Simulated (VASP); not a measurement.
# GaAs (F-43m) in VASP: notebook

GaAs is run at these levels: LDA; tasks: single point, relaxation of cell and atoms.

Program: VASP 6.6.1. These are calculated values, not measurements. Logs are shortened: lines on timing, memory, paths and dates and some standing lists are left out, and cuts for length are marked.

## (1) The cell of the first run

The structure is cubic, space group F-43m (No. 216). The conventional cell has a = 5.602 Å, b = 5.602 Å, c = 5.602 Å, α = 90.00°, β = 90.00°, γ = 90.00°. Ga (site symmetry -43m) has 4 As at 2.43 Å within 3.2 Å. As (site symmetry -43m) has 4 Ga at 2.43 Å within 3.2 Å.

## (2) Single point, LDA

INCAR

```
SYSTEM = GaAs
PREC = Accurate ; ENCUT = 520
EDIFF = 1E-7 ; ISMEAR = 0
SIGMA = 0.02 ; LREAL = .FALSE.
LASPH = .TRUE. ; NELM = 80
ALGO = Normal ; ISIF = 2
LWAVE = .FALSE. ; LCHARG = .FALSE.
GGA = CA ; NBANDS = 16
```

KPOINTS

```
Automatic mesh
0
G
  7 7 7
  0 0 0
```

POSCAR

```
GaAs
1.0
    0.0000000000      2.8007636761      2.8007636761
    2.8007636761      0.0000000000      2.8007636761
    2.8007636761      2.8007636761      0.0000000000
Ga As
1 1
Direct
    0.0000000000      0.0000000000      0.0000000000
    0.2500000000      0.2500000000      0.2500000000
```

Potentials or basis: VASP PAW LDA potentials, release 64 (Ga_d, As).

Command:

```bash
$ cat potpaw_LDA.64/Ga_d/POTCAR potpaw_LDA.64/As/POTCAR > POTCAR
$ mpirun -np 1 vasp_std > vasp.out
```

OUTCAR:

```text
SYSTEM = GaAs
   PREC = Accurate
   ENCUT = 520
   EDIFF = 1E-7
   ISMEAR = 0
   LREAL = .FALSE.
   LASPH = .TRUE.
   NELM = 80
   ISIF = 2
   GGA = CA

 ion  position               nearest neighbor table
   1  0.000  0.000  0.000-   2 2.43   2 2.43   2 2.43   2 2.43
   2  0.250  0.250  0.250-   1 2.43   1 2.43   1 2.43   1 2.43

  LATTYP: Found a face centered cubic cell.
 ALAT       =     5.6015273522

  Lattice vectors:

 A1 = (   0.0000000000,   2.8007636761,   2.8007636761)
 A2 = (   2.8007636761,   0.0000000000,   2.8007636761)
 A3 = (   2.8007636761,   2.8007636761,   0.0000000000)

Analysis of symmetry for initial positions (statically):
=====================================================================
 Subroutine PRICEL returns:
 Original cell was already a primitive cell.

 Routine SETGRP: Setting up the symmetry group for a
 face centered cubic supercell.

 Subroutine GETGRP returns: Found 24 space group operations
 (whereof 24 operations were pure point group operations)
 out of a pool of 48 trial point group operations.

The static configuration has the point symmetry T_d .

Analysis of symmetry for dynamics (positions and initial velocities):
=====================================================================
 Subroutine PRICEL returns:
 Original cell was already a primitive cell.

 Routine SETGRP: Setting up the symmetry group for a
 face centered cubic supercell.

 Subroutine GETGRP returns: Found 24 space group operations
 (whereof 24 operations were pure point group operations)
 out of a pool of 48 trial point group operations.

The dynamic configuration has the point symmetry T_d .

 Subroutine INISYM returns: Found 24 space group operations
 (whereof 24 operations are pure point group operations),
 and found     1 'primitive' translations

----------------------------------------------------------------------------------------

                                     Primitive cell

  volume of cell :      43.9399

  direct lattice vectors                    reciprocal lattice vectors
     0.000000000  2.800763676  2.800763676    -0.178522738  0.178522738  0.178522738
     2.800763676  0.000000000  2.800763676     0.178522738 -0.178522738  0.178522738
     2.800763676  2.800763676  0.000000000     0.178522738  0.178522738 -0.178522738

  length of vectors
     3.960877976  3.960877976  3.960877976     0.309210453  0.309210453  0.309210453

  position of ions in fractional coordinates (direct lattice)
     0.000000000  0.000000000  0.000000000
     0.250000000  0.250000000  0.250000000

  ion indices of the primitive-cell ions
   primitive index   ion index
                 1           1
                 2           2

----------------------------------------------------------------------------------------

 KPOINTS: Automatic mesh

Automatic generation of k-mesh.
 Grid dimensions read from file:
 generate k-points for:    7    7    7

 Generating k-lattice:

  Cartesian coordinates                     Fractional coordinates (reciprocal lattice)
    -0.025503248  0.025503248  0.025503248     0.142857143  0.000000000  0.000000000
     0.025503248 -0.025503248  0.025503248     0.000000000  0.142857143  0.000000000
     0.025503248  0.025503248 -0.025503248     0.000000000  0.000000000  0.142857143

  Length of vectors
     0.044172922  0.044172922  0.044172922

  Shift w.r.t. Gamma in fractional coordinates (k-lattice)
     0.000000000  0.000000000  0.000000000

 Subroutine IBZKPT returns following result:
 ===========================================

 Found     20 irreducible k-points:

 Following reciprocal coordinates:
            Coordinates               Weight
  0.000000  0.000000  0.000000      1.000000
  0.142857  0.000000  0.000000      8.000000
  0.285714  0.000000  0.000000      8.000000
  0.428571  0.000000  0.000000      8.000000
  0.142857  0.142857  0.000000      6.000000
  0.285714  0.142857  0.000000     24.000000
[... 12 lines left out ...]
 -0.428571  0.428571  0.142857     24.000000
 -0.285714  0.428571  0.142857     24.000000
   k-points           NKPTS =     20   k-points in BZ     NKDIM =     20   number of bands    NBANDS=     16
   number of dos      NEDOS =    301   number of ions     NIONS =      2
   total plane-waves  NPLWV =  27000
   dimension x,y,z NGX =    30 NGY =   30 NGZ =   30
   dimension x,y,z NGXF=    60 NGYF=   60 NGZF=   60
   ions per type =               1   1
   NGX,Y,Z   is equivalent  to a cutoff of  12.59, 12.59, 12.59 a.u.
   NGXF,Y,Z  is equivalent  to a cutoff of  25.18, 25.18, 25.18 a.u.
 SYSTEM =  GaAs
   PREC   = accura    normal or accurate (medium, high low for compatibility)
   ISTART =      0    job   : 0-new  1-cont  2-samecut
   ICHARG =      2    charge: 1-file 2-atom 10-const
   ISPIN  =      1    spin polarized calculation?
   LNONCOLLINEAR =      F non collinear calculations
   LSORBIT =      F    spin-orbit coupling
   LASPH  =      T    aspherical Exc in radial PAW
   ENCUT  =  520.0 eV  38.22 Ry    6.18 a.u.   7.36  7.36  7.36*2*pi/ulx,y,z
   NELM   =     80;   NELMIN=  2; NELMDL= -5     # of ELM steps
   EDIFF  = 0.1E-06   stopping-criterion for ELM
   LREAL  =      F    real-space projection
   EDIFFG = 0.1E-05   stopping-criterion for IOM
   NSW    =      0    number of steps for IOM
   IBRION =     -1    ionic relax: 0-MD 1-quasi-New 2-CG
   NFREE  =      0    steps in history (QN), initial steepest desc. (CG)
   ISIF   =      2    stress and relaxation
   ISYM   =      2    0-nonsym 1-usesym 2-fastsym
   POTIM  = 0.5000    time-step for ionic-motion
   TEBEG  =    0.0;   TEEND  =   0.0 temperature during run
   PSTRESS=    0.0 pullay stress
   NELECT =      18.0000    total number of electrons
   NUPDOWN=      -1.0000    fix difference up-down
   EMIN   =  10.00;   EMAX   =-10.00  energy-range for DOS
   EFERMI =   0.00;   METHOD = LEGACY
   ISMEAR =     0;   SIGMA  =   0.02  broadening in eV -4-tet -1-fermi 0-gaus
   EFERMI_NEDOS =   21; number of points for ismear=-14 and -15
   IALGO  =     38    algorithm
   IMIX   =      4    mixing-type and parameters
     AMIX     =   0.40;   BMIX     =  1.00
     AMIX_MAG =   1.60;   BMIX_MAG =  1.00
  volume/ion in A,a.u.               =      21.97       148.26
  Fermi-wavevector in a.u.,A,eV,Ry     =   1.215848  2.297619 20.113299  1.478286
  Thomas-Fermi vector in A             =   2.351221
   LORBIT       =      0    0 simple, 1 ext, 2 COOP (PROOUT), +10 PAW based schemes
   GGA     = CA    functional components
   LHFCALC =     F    Hartree Fock is set to
   AEXX    =    0.0000 exact exchange contribution
   IVDW    =     0    specifies the selected vdW correction
   LEPSILON=     F    determine dielectric tensor
   LRPA    =     F    only Hartree local field effects (RPA)
 non-spin polarized calculation
 Gauss-broadening in eV      SIGMA  =   0.02
  energy-cutoff  :      520.00
  volume of cell :       43.94
 maximum number of plane-waves:      1243
 NGX is ok and might be reduce to    30
   NGX = 15   NGY = 15   NGZ = 15

 number of electron      18.0000013 magnetization

 Free energy of the ion-electron system (eV)
  ---------------------------------------------------
  ext. energy  EPLUGINS =         0.00000000
  ---------------------------------------------------
  free energy    TOTEN  =        -9.63036952 eV

  energy without entropy =       -9.63036952  energy(sigma->0) =       -9.63036952

 E-fermi :   4.1923     XC(G=0): -10.0344

 val. band max:        4.0745193722   @ k =   0.0000   0.0000   0.0000
 cond. band min:       4.6153296957   @ k =   0.0000   0.0000   0.0000
 fundamental gap:      0.5408103236
 Fermi energy:         4.1923079035

 k-point     1 :       0.0000    0.0000    0.0000
  band No.  band energies     occupation
      1     -10.9125      2.00000
      2     -10.9125      2.00000
      3     -10.9125      2.00000
      4     -10.8276      2.00000
      5     -10.8276      2.00000
      6      -8.8933      2.00000
[... 8 lines left out ...]
     15      14.3128      0.00000
     16      14.3128      0.00000

 k-point     2 :       0.1429    0.0000    0.0000
  band No.  band energies     occupation
      1     -10.9313      2.00000
      2     -10.9076      2.00000
      3     -10.9076      2.00000
      4     -10.8278      2.00000
      5     -10.8278      2.00000
      6      -8.6467      2.00000
[... 8 lines left out ...]
     15      13.2585      0.00000
     16      13.2585      0.00000

 k-point     3 :       0.2857    0.0000    0.0000
  band No.  band energies     occupation
      1     -10.9684      2.00000
      2     -10.8981      2.00000
      3     -10.8981      2.00000
      4     -10.8268      2.00000
      5     -10.8268      2.00000
      6      -7.9746      2.00000
[... 8 lines left out ...]
     15      13.3245      0.00000
     16      13.3245      0.00000

 k-point     4 :       0.4286    0.0000    0.0000
  band No.  band energies     occupation
      1     -10.9947      2.00000
      2     -10.8923      2.00000
      3     -10.8923      2.00000
      4     -10.8240      2.00000
      5     -10.8240      2.00000
      6      -7.1942      2.00000
[... 8 lines left out ...]
     15      15.1462      0.00000
     16      15.1462      0.00000
[... 248 lines left out ...]
 k-point    18 :      -0.4286    0.2857    0.1429
  band No.  band energies     occupation
      1     -11.0071      2.00000
      2     -10.8847      2.00000
      3     -10.8753      2.00000
      4     -10.8354      2.00000
      5     -10.8232      2.00000
      6      -6.7216      2.00000
[... 8 lines left out ...]
     15      15.2531      0.00000
     16      16.5553      0.00000

 k-point    19 :      -0.4286    0.4286    0.1429
  band No.  band energies     occupation
      1     -11.0198      2.00000
      2     -10.8734      2.00000
      3     -10.8657      2.00000
      4     -10.8454      2.00000
      5     -10.8188      2.00000
      6      -6.4266      2.00000
[... 8 lines left out ...]
     15      16.1380      0.00000
     16      17.6489      0.00000

 k-point    20 :      -0.2857    0.4286    0.1429
  band No.  band energies     occupation
      1     -11.0163      2.00000
      2     -10.8795      2.00000
      3     -10.8664      2.00000
      4     -10.8395      2.00000
      5     -10.8232      2.00000
      6      -6.2848      2.00000
[... 8 lines left out ...]
     15      15.5792      0.00000
     16      17.9002      0.00000

------------------------ aborting loop because EDIFF is reached ----------------------------------------

  FORCE on cell =-STRESS in cart. coord.  units (eV):
  Direction    XX          YY          ZZ          XY          YZ          ZX
  --------------------------------------------------------------------------------------
  -------------------------------------------------------------------------------------
  Total        0.0972353      0.0972353      0.0972353      0.0000000      0.0000000      0.0000000
  in kB        3.5454804      3.5454804      3.5454804      0.0000000      0.0000000      0.0000000
  external PRESSURE =       3.5454804 kB  Pullay stress =       0.0000000 kB

 VOLUME and BASIS-vectors are now :
 -----------------------------------------------------------------------------
  energy-cutoff  :      520.00
  volume of cell :       43.94
      direct lattice vectors                 reciprocal lattice vectors
     0.000000000  2.800763676  2.800763676    -0.178522738  0.178522738  0.178522738
     2.800763676  0.000000000  2.800763676     0.178522738 -0.178522738  0.178522738
     2.800763676  2.800763676  0.000000000     0.178522738  0.178522738 -0.178522738

 POSITION                                       TOTAL-FORCE (eV/Angst)
 -----------------------------------------------------------------------------------
      0.00000      0.00000      0.00000         0.000000     -0.000000      0.000000
      1.40038      1.40038      1.40038        -0.000000      0.000000     -0.000000
 -----------------------------------------------------------------------------------
    total drift:                               -0.000001     -0.000001     -0.000000

  FREE ENERGIE OF THE ION-ELECTRON SYSTEM (eV)
  ---------------------------------------------------
  free  energy   TOTEN  =        -9.6303695174 eV

  energy  without entropy=       -9.6303695174  energy(sigma->0) =       -9.63036952
```

It took 12 s on 1 thread of Intel Xeon Platinum 8124M at 3.00GHz (Skylake/Cascade Lake), shared host; peak memory 0.15 GiB.

Results:

```
Free energy            : -9.6304 eV
Pressure               : 0.4 GPa
Band gap on the k mesh : 0.54 eV, direct
```

Levels at points of the mesh, in eV from the valence-band top:
```tsv
k point	band 5	band 6	band 7	band 8	band 9	band 10	band 11	band 12	band 13	band 14
(0.00, 0.00, 0.00)	-14.90	-12.97	0.00	0.00	0.00	0.54	3.68	3.68	3.68	7.43
```

A k mesh can miss the band edges.

## (3) Relaxation of cell and atoms, LDA

INCAR

```
SYSTEM = GaAs
PREC = Accurate ; ENCUT = 600
EDIFF = 1E-6 ; ISMEAR = 0
SIGMA = 0.02 ; LREAL = .False.
LASPH = .True. ; NELM = 80
ALGO = Normal ; ISIF = 3
LWAVE = .False. ; LCHARG = .False.
IBRION = 2 ; NSW = 60
EDIFFG = -0.03
```

KPOINTS

```
regular mesh
0
Gamma
  7 7 7
  0 0 0
```

POSCAR is that of step 2.

Potentials or basis: VASP PAW LDA potentials, release 64 (Ga_d, As).

Command:

```bash
$ cat potpaw_LDA.64/Ga_d/POTCAR potpaw_LDA.64/As/POTCAR > POTCAR
$ mpirun -np 1 vasp_std > vasp.out
```

Run time: 15 s. Hardware: 1 thread of Intel Xeon Platinum 8124M at 3.00GHz (Skylake/Cascade Lake), shared host; peak memory 0.17 GiB.

It converged, with:

```
Free energy                            : -9.6305 eV
Relaxed volume                         : 22.07 Å³/atom
Relaxed cell                           : a = 3.967 Å, b = 3.967 Å, c = 3.967 Å, α = 60.00°, β = 60.00°, γ = 60.00°
Space group after relaxing (to 0.05 Å) : F-43m (No. 216)
Energy gained by relaxing              : 0.1 meV/atom
Ionic steps                            : 3
Pressure after relaxing                : 0.0 GPa
Band gap on the k mesh                 : 0.51 eV, direct
```

Step by step:
```tsv
step	energy change (eV)	largest force (eV/Å)	pressure (GPa)	volume (Å³)
1	0.0000	0.0000	0.33	43.94
2	-0.0002	0.0000	-0.22	44.23
3	-0.0002	0.0000	0.01	44.14
```

Final structure:
```xyz
2
Lattice="0.0000 2.8050 2.8050 2.8050 0.0000 2.8050 2.8050 2.8050 0.0000" Properties=species:S:1:pos:R:3 pbc="T T T"
Ga    0.0000    0.0000    0.0000
As    1.4025    1.4025    1.4025
```

Levels at points of the mesh, in eV from the valence-band top:
| k point | band 5 | band 6 | band 7 | band 8 | band 9 | band 10 | band 11 | band 12 | band 13 |
| --- | --- | --- | --- | --- | --- | --- | --- | --- | --- |
| (0.00, 0.00, 0.00) | -14.90 | -12.93 | 0.00 | 0.00 | 0.00 | 0.51 | 3.68 | 3.68 | 3.68 |
